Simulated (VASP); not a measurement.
# Al48CN48 (a cell with a defect) in VASP: notebook

Al48CN48 (a cell with a defect) is run at these levels: HSE06; tasks: single point.

Everything below comes from runs of VASP 6.6.1. Logs are shortened: lines on timing, memory, paths and dates and some standing lists are left out, and cuts for length are marked.

**1. The cell of the first run**

The cell holds a defect, 97 atoms: a = 10.842 Å, b = 10.842 Å, c = 10.035 Å, α = 90.00°, β = 90.00°, γ = 120.00°.

**2. Single point, HSE06**

POSCAR reads:

```
Al48CN48
1.0
    9.3892708200      5.4208981500      0.0000000000
   -9.3892709200      5.4208979800      0.0000000000
    0.0000000000      0.0000000000     10.0348065900
Al N C
48 48 1
Direct
   -0.0040631400      0.1652036200      0.2487493400
    0.1650099500     -0.0011305600      0.2470484900
    0.3242310900      0.3285123200      0.2522896800
    0.0013352900      0.3368849400      0.4986102500
    0.1675200700      0.1703951600      0.4997501500
    0.3318860800      0.0030933700      0.4935504000
    0.0013333500      0.1691426000      0.7497149700
    0.1672268000      0.0017582700      0.7468016900
    0.3349727400      0.3351024500      0.7491183000
   -0.0012768000      0.3324910600      1.0010388600
    0.1660983200      0.1658915000      0.9990794800
    0.3294170200     -0.0055833400      0.9918481200
    0.0016036200      0.6663380100      0.2485750200
    0.1631871400      0.4967925200      0.2493191700
    0.3312049000      0.8266132100      0.2480050300
    0.0007263300      0.8359435800      0.4984876300
    0.1686518700      0.6700779100      0.4992277800
    0.3326855600      0.5052672200      0.5014250700
    0.0025657200      0.6694471800      0.7506499300
    0.1670261500      0.5010984100      0.7501798500
    0.3346781300      0.8348485200      0.7459701900
    0.0001410700      0.8324028300      1.0001409300
    0.1668034400      0.6650575500      0.9984559400
    0.3329235100      0.4983497700      1.0006499800
    0.4994216700      0.1394034400      0.2205765800
    0.6681874200     -0.0057154500      0.2476989300
    0.8225102000      0.3316305700      0.2506636300
    0.5098117000      0.3639613500      0.4962708500
    0.6700751900      0.1685682700      0.4945672800
    0.8376610900      0.0064044500      0.4995425000
    0.5010835500      0.1691981800      0.7454319100
    0.6673975300      0.0001902600      0.7456980200
    0.8348898700      0.3348920600      0.7475118600
    0.5002470500      0.3291662200      0.9999942200
    0.6706066200      0.1636029300      0.9904846300
    0.8335623700     -0.0016808500      0.9988288900
    0.4998239700      0.6627076000      0.2508433400
    0.6754195200      0.4979775900      0.2701756500
    0.8326152600      0.8299953700      0.2500962500
    0.5007183800      0.8363910000      0.4980690000
    0.6735090400      0.6855922300      0.5082410100
    0.8401588800      0.5080334300      0.5051520400
    0.5000597400      0.6689426500      0.7529677700
    0.6692664700      0.5041318500      0.7481628100
    0.8356872000      0.8367585500      0.7528715900
    0.5002275800      0.8318652000      0.9983998200
    0.6660091200      0.6628668100      1.0028141500
    0.8333690100      0.4997464000      0.9988173900
    0.0017713700      0.1714009800      0.4394070900
    0.1671849200      0.0038557200      0.4376965200
    0.3305578000      0.3393005600      0.4423626200
   -0.0053049000      0.3315065400      0.1914624000
    0.1608323500      0.1632618800      0.1894272700
    0.3242851500     -0.0137487500      0.1813392500
   -0.0001835700      0.1664653400      0.9401138600
    0.1655984300     -0.0005787400      0.9372740000
    0.3350201900      0.3321382700      0.9411491000
    0.0014207800      0.3350630300      0.6892778200
    0.1678256900      0.1688611000      0.6901515400
    0.3350504400      0.0028535000      0.6852992900
    0.0050243600      0.6716207500      0.4394103500
    0.1671155900      0.5037096000      0.4400315900
    0.3347527600      0.8366020100      0.4385582700
   -0.0003837700      0.8316958800      0.1902052600
    0.1659321100      0.6631480000      0.1886101500
    0.3311588100      0.4971774900      0.1911293900
    0.0012051800      0.6670476100      0.9403088600
    0.1663034900      0.4981758600      0.9405626000
    0.3335608100      0.8306743200      0.9360354400
    0.0007222700      0.8349381800      0.6895281500
    0.1679224900      0.6681970300      0.6895833300
    0.3344283100      0.5022835400      0.6921007600
    0.5012307300      0.1598252000      0.4170766700
    0.6691850200      0.0014799500      0.4387153800
    0.8345062300      0.3376015400      0.4419287800
    0.4781206700      0.3076947800      0.1932685400
    0.6723538000      0.1568337500      0.1777965800
    0.8329888900     -0.0045124000      0.1887625400
    0.5001991700      0.1631876500      0.9379341400
    0.6670978400     -0.0039282000      0.9349009000
    0.8340600800      0.3332797100      0.9373239300
    0.5023272500      0.3366771100      0.6857544400
    0.6663944900      0.1676872100      0.6857875400
    0.8357184700      0.0027771300      0.6899126000
    0.5011284200      0.6702571700      0.4417816900
    0.6886222800      0.5333640500      0.4610427400
    0.8387427900      0.8436325900      0.4400081300
    0.4995067300      0.8296756600      0.1895171800
    0.6649435900      0.6583970700      0.1945318000
    0.8357823200      0.5024571400      0.1880554700
    0.4996922300      0.6648919600      0.9430699800
    0.6648888700      0.4966438300      0.9404431000
    0.8333415700      0.8313422700      0.9427527000
    0.5004963500      0.8345207900      0.6881786300
    0.6677408400      0.6733053700      0.6975141100
    0.8369828500      0.5027540100      0.6943142600
    0.5598527600      0.3032134300      0.3341813100
```

INCAR.step1 reads:

```
SYSTEM = Al48CN48
PREC = Accurate
ENCUT = 520
EDIFF = 1E-5
ISMEAR = -1
SIGMA = 0.01
LREAL = Auto
LASPH = .TRUE.
NELM = 120
ALGO = Normal
ISIF = 2
LWAVE = .TRUE.
LCHARG = .FALSE.
NBANDS = 248
GGA = PE
GGA_COMPAT = .FALSE.
ISYM = -1
KPAR = 1
```

INCAR.step2 reads:

```
SYSTEM = Al48CN48
PREC = Accurate
ENCUT = 520
EDIFF = 1E-6
ISMEAR = -1
SIGMA = 0.01
LREAL = Auto
LASPH = .TRUE.
NELM = 120
ALGO = Normal
ISIF = 2
LWAVE = .FALSE.
LCHARG = .FALSE.
GGA = PE
LHFCALC = .TRUE.
HFSCREEN = 0.2079
PRECFOCK = Fast
NBANDS = 248
ISTART = 1
GGA_COMPAT = .FALSE.
ISYM = -1
KPAR = 1
```

KPOINTS reads:

```
explicit points
1
Reciprocal
  0.25000000   0.25000000   0.25000000 1
```

Potentials or basis: VASP PAW PBE potentials, release 64 (Al, N, C).

Run with:

```bash
$ cat potpaw_PBE.64/Al/POTCAR potpaw_PBE.64/N/POTCAR potpaw_PBE.64/C/POTCAR > POTCAR
$ cp INCAR.step1 INCAR
$ mpirun -np 4 vasp_std > vasp.out
$ cp INCAR.step2 INCAR
$ mpirun -np 4 vasp_std > vasp.out
```

OUTCAR:

```text
SYSTEM = Al48CN48
   PREC = Accurate
   ENCUT = 520
   EDIFF = 1E-6
   ISMEAR = -1
   LREAL = Auto
   LASPH = .TRUE.
   NELM = 120
   ISIF = 2
   GGA = PE
   LHFCALC = .TRUE.
   HFSCREEN = 0.2079
   PRECFOCK = Fast
   ISTART = 1
   ISYM = -1

 ion  position               nearest neighbor table
   1  0.996  0.165  0.249-  53 1.89  52 1.90  78 1.90  49 1.91  30 3.05  10 3.07  26 3.08  36 3.08
                             3 3.08   4 3.11  11 3.11  14 3.11   5 3.11  39 3.15   2 3.15  27 3.19
   2  0.165  0.999  0.247-  64 1.89  53 1.90  50 1.91  54 1.92   6 3.05  22 3.06  11 3.07  16 3.08
                             3 3.10  39 3.12  13 3.12  12 3.13   5 3.14   1 3.15  25 3.16  15 3.18
   3  0.324  0.329  0.252-  76 1.89  53 1.89  66 1.89  51 1.91   5 3.01  28 3.07  11 3.08   1 3.08
                            14 3.09   2 3.10  24 3.10  18 3.12  37 3.14  34 3.17  38 3.30
   4  0.001  0.337  0.499-  49 1.89  62 1.90  75 1.90  58 1.91  14 3.05  33 3.08  20 3.09  30 3.10
                             1 3.11   7 3.11  29 3.11  18 3.11  42 3.12   5 3.12  17 3.13  27 3.14
   5  0.168  0.170  0.500-  51 1.89  49 1.90  50 1.91  59 1.91   3 3.01   8 3.08   9 3.08   7 3.08
                            30 3.10   6 3.11   1 3.11   4 3.12   2 3.14  16 3.14  18 3.14  28 3.22
   6  0.332  0.003  0.494-  50 1.88  63 1.90  60 1.92  73 1.93   2 3.05   8 3.10  16 3.11  31 3.11
                             5 3.11  15 3.12  17 3.13  21 3.13  40 3.15  29 3.18  25 3.21
   7  0.001  0.169  0.750-  84 1.90  58 1.90  59 1.90  55 1.91  30 3.07   5 3.08  11 3.08  10 3.09
                            36 3.10   4 3.11  20 3.12  33 3.12  45 3.12   8 3.13   9 3.13  32 3.14
   8  0.167  0.002  0.747-  59 1.90  70 1.90  56 1.91  60 1.92  12 3.05  16 3.07   5 3.08  11 3.10
                             6 3.10  45 3.11  19 3.12  22 3.13   7 3.13   9 3.13  31 3.13  21 3.14
   9  0.335  0.335  0.749-  59 1.90  72 1.90  82 1.91  57 1.93   5 3.08  28 3.09  24 3.09  18 3.10
[... 17 lines left out ...]
  18  0.333  0.505  0.501-  51 1.88  62 1.89  85 1.90  72 1.91  28 3.00  20 3.06  37 3.07  17 3.09
                            43 3.10  14 3.10   9 3.10  40 3.11   4 3.11   3 3.12   5 3.14  41 3.20
  19  0.003  0.669  0.751-  96 1.89  71 1.90  67 1.90  70 1.91  42 3.02  22 3.07  23 3.07  48 3.09
                            17 3.10  16 3.11  21 3.12   8 3.12  20 3.12  44 3.13  45 3.14  33 3.14
  20  0.167  0.501  0.750-  58 1.90  72 1.90  71 1.91  68 1.91  23 3.06  18 3.06   4 3.09  24 3.10
                            17 3.11  10 3.11   7 3.12  33 3.12  19 3.12  43 3.13  21 3.13   9 3.14
  21  0.335  0.835  0.746-  94 1.89  71 1.89  69 1.91  60 1.92  12 3.03  17 3.06  40 3.07  43 3.11
                            46 3.11  19 3.12  32 3.12  23 3.13   6 3.13  20 3.13  31 3.14   8 3.14
  22  0.000  0.832  0.000-  93 1.89  67 1.90  64 1.91  56 1.91   2 3.06  45 3.07  19 3.07  13 3.08
                            39 3.09  12 3.09  36 3.12  48 3.12   8 3.13  11 3.13  23 3.14  47 3.14
  23  0.167  0.665  0.998-  68 1.90  67 1.90  69 1.91  65 1.91  20 3.06  15 3.06  19 3.07  13 3.09
                            12 3.09  14 3.10  10 3.12  24 3.13  21 3.13  46 3.13  48 3.13  22 3.14
  24  0.333  0.498  0.001-  91 1.90  68 1.90  57 1.91  66 1.91  37 3.09  43 3.09   9 3.09  14 3.10
                             3 3.10  20 3.10  11 3.12  23 3.13  47 3.13  46 3.13  10 3.14  34 3.16
  25  0.499  0.139  0.221-  54 1.83  77 1.84  97 1.93  76 1.97  73 1.98  12 2.87  35 2.89  15 2.95
                            26 2.96  34 3.02  27 3.07   2 3.16   6 3.21  29 3.24
  26  0.668  0.994  0.248-  78 1.88  77 1.88  88 1.90  74 1.92  25 2.96  36 3.06  40 3.07  46 3.08
[... 374 lines left out ...]
   HFSCREENC=   0.2079 screening length for correlation (either q_TF or 0.3 A-1)
   ENCUTFOCK=  -1.0 apply spherical cutoff to Coloumb kernel
   IVDW    =     0    specifies the selected vdW correction
   LEPSILON=     F    determine dielectric tensor
   LRPA    =     F    only Hartree local field effects (RPA)
 non-spin polarized calculation
  energy-cutoff  :      520.00
  volume of cell :     1021.51
 maximum number of plane-waves:     27493
 NGX is ok and might be reduce to    80
  NGX = 42; NGY = 42; NGZ = 40

 number of electron     387.9999995 magnetization

 Free energy of the ion-electron system (eV)
  ---------------------------------------------------
  ext. energy  EPLUGINS =         0.00000000
  ---------------------------------------------------
  free energy    TOTEN  =      -839.63314695 eV

  energy without entropy =     -839.63314695  energy(sigma->0) =     -839.63314695

 E-fermi :   7.4317     XC(G=0):  -8.9645

 val. band max:        7.1622797490   @ k =   0.2500   0.2500   0.2500
 cond. band min:      11.2167229204   @ k =   0.2500   0.2500   0.2500
 fundamental gap:      4.0544431714
 Fermi energy:         7.4317024230

 k-point     1 :       0.2500    0.2500    0.2500
  band No.  band energies     occupation
      1     -12.1711      2.00000
      2     -11.1550      2.00000
      3     -10.9617      2.00000
      4     -10.8590      2.00000
      5     -10.6888      2.00000
      6     -10.5228      2.00000
[... 198 lines left out ...]
    205      12.1941      0.00000
    206      12.2491      0.00000
 [bands above 206 left out]

------------------------ aborting loop because EDIFF is reached ----------------------------------------

  FORCE on cell =-STRESS in cart. coord.  units (eV):
  Direction    XX          YY          ZZ          XY          YZ          ZX
  --------------------------------------------------------------------------------------
  -------------------------------------------------------------------------------------
  Total      -21.4159833    -22.5850888    -30.2262514     -2.7769337      9.3979303     -8.1935025
  in kB      -33.5897283    -35.4234025    -47.4081230     -4.3554595     14.7401088    -12.8510337
  external PRESSURE =     -38.8070846 kB  Pullay stress =       0.0000000 kB

 VOLUME and BASIS-vectors are now :
 -----------------------------------------------------------------------------
  energy-cutoff  :      520.00
  volume of cell :     1021.51
      direct lattice vectors                 reciprocal lattice vectors
     9.389270820  5.420898150  0.000000000     0.053252270  0.092235640  0.000000000
    -9.389270920  5.420897980  0.000000000    -0.053252272  0.092235639  0.000000000
     0.000000000  0.000000000 10.034806590     0.000000000  0.000000000  0.099653141

 POSITION                                       TOTAL-FORCE (eV/Angst)
 -----------------------------------------------------------------------------------
      7.79998      6.29442      2.49615         0.007805      0.002739     -0.003221
     -7.82933      6.30927      2.47908        -0.011401     -0.018823     -0.003264
     -0.04020      3.53846      2.53168         0.047696     -0.008467     -0.015293
     -3.15057      1.83346      5.00346         0.000384      0.002146     -0.003274
     -0.02700      1.83180      5.01490        -0.014292      0.002663     -0.001759
      3.08712      1.81589      4.95268         0.003974     -0.020677     -0.033968
[... 89 lines left out ...]
      3.13817      7.26258      6.96731         0.007113      0.008075     -0.017446
      2.40966      4.67859      3.35344        -0.073109     -0.186081     -0.059603
 -----------------------------------------------------------------------------------
    total drift:                               -0.000117     -0.003094      0.076699

  FREE ENERGIE OF THE ION-ELECTRON SYSTEM (eV)
  ---------------------------------------------------
  free  energy   TOTEN  =      -839.6331469515 eV

  energy  without entropy=     -839.6331469515  energy(sigma->0) =     -839.63314695
```

Wall time 10 min (4 MPI ranks of Intel Xeon 6975P-C (Granite Rapids), shared host); peak memory 0.82 GiB.

What came out:

| Quantity | Value |
| --- | --- |
| Free energy | -839.6331 eV |
| Pressure | -3.9 GPa |
| Largest force | 0.209 eV/Å |
| Band gap on the k mesh | 4.05 eV |

Forces on the atoms (eV/Å):
```
Al   0.008  0.003 -0.003
Al  -0.011 -0.019 -0.003
Al   0.048 -0.008 -0.015
Al   0.000  0.002 -0.003
Al  -0.014  0.003 -0.002
Al   0.004 -0.021 -0.034
Al   0.000 -0.003  0.003
Al  -0.015 -0.009  0.002
Al  -0.011 -0.003  0.002
Al  -0.006  0.000  0.001
Al  -0.006 -0.002  0.007
Al   0.004 -0.025  0.023
Al  -0.004  0.000 -0.006
Al  -0.019  0.006  0.001
Al  -0.019 -0.024 -0.017
Al  -0.007  0.002 -0.008
Al  -0.008 -0.012 -0.008
Al   0.007 -0.015 -0.009
Al   0.003 -0.021  0.006
Al   0.006 -0.004  0.005
Al   0.019 -0.012  0.004
Al  -0.004 -0.010  0.008
Al   0.003 -0.010  0.007
Al   0.002  0.004  0.004
Al  -0.086  0.043  0.104
Al   0.018  0.026 -0.024
Al   0.013  0.032 -0.007
Al  -0.010  0.040 -0.076
Al   0.006  0.005 -0.016
Al   0.027 -0.001 -0.015
Al   0.012  0.001 -0.002
Al   0.013 -0.006  0.011
Al  -0.008  0.019  0.010
Al  -0.024 -0.016 -0.016
Al   0.024  0.009  0.024
Al   0.013 -0.006  0.007
Al   0.001 -0.002  0.003
Al   0.055  0.007  0.058
Al   0.001  0.025  0.007
Al   0.009 -0.010  0.000
Al   0.113 -0.032 -0.027
Al  -0.061  0.005  0.015
Al   0.020  0.007  0.002
Al   0.004  0.006  0.002
Al   0.000 -0.026  0.007
Al   0.019 -0.011 -0.005
Al   0.007 -0.006 -0.003
Al  -0.004  0.006  0.008
N   -0.003 -0.017  0.012
N    0.029  0.014  0.010
N   -0.005  0.025 -0.001
N    0.040  0.025 -0.018
N   -0.005  0.016  0.001
N    0.057  0.096 -0.016
N    0.001 -0.001 -0.005
N    0.022  0.009 -0.007
N    0.000 -0.008 -0.004
N   -0.004 -0.003  0.000
N    0.007 -0.002 -0.006
N   -0.008  0.013 -0.004
N    0.012 -0.001  0.019
N    0.008  0.000  0.010
N    0.009 -0.006 -0.007
N    0.001  0.004 -0.006
N    0.003  0.016  0.006
N    0.006 -0.010  0.000
N   -0.001  0.008 -0.009
N   -0.007  0.007 -0.003
N   -0.025  0.012 -0.006
N    0.002  0.015  0.005
N   -0.005  0.014 -0.002
N   -0.005  0.000 -0.006
N    0.006  0.105 -0.119
N   -0.009  0.004 -0.004
N    0.007 -0.032 -0.010
N    0.095  0.019  0.181
N   -0.078 -0.088  0.009
N   -0.024 -0.011  0.002
N   -0.010  0.006  0.015
N   -0.027  0.018  0.000
N    0.009 -0.022 -0.009
N   -0.010  0.006 -0.008
N   -0.002 -0.003  0.004
N   -0.011  0.001 -0.002
N   -0.024  0.013  0.011
N   -0.028 -0.036 -0.032
N   -0.016 -0.020  0.031
N   -0.011  0.014  0.003
N   -0.036  0.016  0.001
N    0.005 -0.020  0.039
N   -0.015  0.000 -0.008
N    0.006  0.002  0.011
N   -0.002  0.020 -0.012
N   -0.012  0.008  0.000
N   -0.013  0.016 -0.025
N    0.007  0.008 -0.017
C   -0.073 -0.186 -0.060
```

Caveat: the PAW data sets were made with another functional, which shifts forces and pressure a little.

(Part 1 of 2 ends here.)
